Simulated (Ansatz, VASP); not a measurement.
## Two plane-wave programs on KBr

```xyz
2
Lattice="0.0000 3.1861 3.1861 3.1861 0.0000 3.1861 3.1861 3.1861 0.0000" Properties=species:S:1:pos:R:3 pbc="T T T"
K     0.0000    0.0000    0.0000
Br    3.1861    3.1861    3.1861
```

Alike in both runs: task single point; functional PBE; k mesh 8 × 8 × 8; occupations gaussian, width 0.05 eV; no spin polarisation.

```csv
,VASP,Ansatz
version,VASP 6.6.1,Ansatz 0.2.0
potentials or method,"VASP PAW PBE potentials, release 64 (K_sv, Br), cutoff 520 eV","scalar-relativistic, plane waves, PAW"
valence electrons in the cell,16,16
```

|  | VASP | Ansatz | Ansatz less VASP |
| --- | --- | --- | --- |
| gap on the k mesh at the Fermi level (eV) | 4.74 | 4.74 | +0.002 |
| pressure (GPa) | 3.0 | 3.0 | -0.07 |
